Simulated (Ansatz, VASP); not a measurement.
**One calculation of GaSb, two programs**

File INCAR:

```
PREC = Accurate
ENCUT = 520
EDIFF = 1E-6
ISMEAR = 0
SIGMA = 0.15
LREAL = F
LASPH = T
NELM = 100
ALGO = Normal
ISIF = 2
LWAVE = F
LCHARG = F
GGA = PS
NBANDS = 16
```

KPOINTS

```
Automatic mesh
0
Gamma
  14 14 14
```

Contents of POSCAR:

```
GaSb
1.0
    0.0000000000      3.0895900000      3.0590000000
    3.0590000000      0.0000000000      3.0590000000
    3.0590000000      3.0895900000      0.0000000000
Ga Sb
1 1
Direct
    0.0000000000      0.0000000000      0.0000000000
    0.7500000000      0.7500000000      0.7500000000
```

Input for Ansatz:

```yaml
crystal:
  lattice:
    - [0.0, 3.08959, 3.059]
    - [3.059, 0.0, 3.059]
    - [3.059, 3.08959, 0.0]
  atoms:
    - { symbol: Ga, position: [0.0, 0.0, 0.0] }
    - { symbol: Sb, position: [0.75, 0.75, 0.75] }
basis:
  ecutwfc: 420
kpoints:
  mp_grid: { grid: [14, 14, 14] }
hamiltonian:
  xc: pbesol
scf:
  occupations: { method: gaussian, width: 0.15 }
output:
  forces: true
  stress: true
  eigenvalues: true
```

Change from the starting cell: strain +0.0100 x Voigt [0, 1, 0, 0, 0, 0], atoms carried along.

Alike in both runs: task single point; functional PBEsol; k mesh 14 × 14 × 14; occupations gaussian, width 0.15 eV; no spin polarisation.

```csv
,VASP,Ansatz
version,VASP 6.6.1,Ansatz 0.2.0
potentials or method,"VASP PAW PBE potentials, release 64 (Ga_d, Sb), cutoff 520 eV","scalar-relativistic, plane waves, PAW"
valence electrons in the cell,18,28
```

|  | VASP | Ansatz | Ansatz less VASP |
| --- | --- | --- | --- |
| gap on the k mesh at the Fermi level (eV) | none | none | - |
| pressure (GPa) | -0.6 | -0.7 | -0.10 |
| traceless stress, the component that is largest in VASP (GPa) | -0.30 | -0.30 | 0.000 |

VASP's potentials were made for PBE, not for PBEsol. A gap of «none» marks a metal or a gap that the smearing closes. With one functional, cell and mesh, what is left measures potentials, basis and numerics. VASP's potentials hold 18 valence electrons a cell and Ansatz's 28, so a difference there can come from the potentials and not from the codes.

Spin-orbit coupling is off throughout.
